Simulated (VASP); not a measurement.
Here is a VASP 6.6.1 calculation.

Contents of INCAR:

```
PREC = Accurate ; ENCUT = 520
EDIFF = 1E-7 ; ISMEAR = -1
SIGMA = 0.06122561905347299 ; LREAL = F
LASPH = T ; NELM = 100
ALGO = Normal ; ISIF = 2
LWAVE = F ; LCHARG = F
GGA = PE ; NBANDS = 13
```

The input KPOINTS:

```
regular mesh
0
Gamma
  25 25 25
```

Contents of POSCAR:

```
Ru
1.0
    0.0000000000      1.9307386248      1.9307386248
    1.9307386248      0.0000000000      1.9307386248
    1.9307386248      1.9307386248      0.0000000000
Ru
1
Direct
    0.0000000000      0.0000000000      0.0000000000
```

Potentials or basis: VASP PAW PBE potentials, release 64 (Ru_pv).

The run is started by

```sh
$ cat potpaw_PBE.64/Ru_pv/POTCAR > POTCAR
$ mpirun -np 1 vasp_std > vasp.out
```

Q: What does it give for the band gap on the k mesh?

A: Zero (bands 7 and 8 overlap by 3.26 eV).

Q: Predict the pressure.

A: -11.1 GPa.

Caveat: the cell stands under tension.
